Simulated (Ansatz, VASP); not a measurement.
# CdSe: VASP beside Ansatz

```
Cd Se
1.0
     4.24755    0.00000    0.00000
    -2.12377    3.67848    0.00000
     0.00000    0.00000    6.94145
Cd Se
2 2
Direct
  0.66667 0.33333 0.50026
  0.33333 0.66667 0.00026
  0.66667 0.33333 0.87560
  0.33333 0.66667 0.37560
```

Alike in both runs: functional LDA; k mesh 9 × 9 × 4; occupations gaussian, width 0.02 eV; no spin polarisation.

Ansatz relaxed the structure, and its values are those at the end. VASP's run is a single point on that final structure, the one shown.

|  | VASP | Ansatz |
| --- | --- | --- |
| version | VASP 6.6.1 | Ansatz 0.2.0 |
| potentials or method | VASP PAW LDA potentials, release 64 (Cd, Se), cutoff 520 eV | scalar-relativistic, plane waves, PAW |
| valence electrons in the cell | 36 | 72 |

Ansatz gave:

```
gap on the k mesh at the Fermi level (eV) : 0.46
least direct gap on the mesh (eV)         : 0.46
pressure (GPa)                            : 0.0
```

Task: Estimate VASP's values.

Result: gap on the k mesh at the Fermi level (eV): 0.50; least direct gap on the mesh (eV): 0.50; pressure (GPa): 0.5.

Ansatz warns that its potentials were made for another functional, while VASP's fit it. LDA's correlation is that of Perdew and Zunger in VASP and of Perdew and Wang (1992) in Ansatz. VASP's potentials hold 36 valence electrons a cell and Ansatz's 72, so a difference there can come from the potentials and not from the codes.
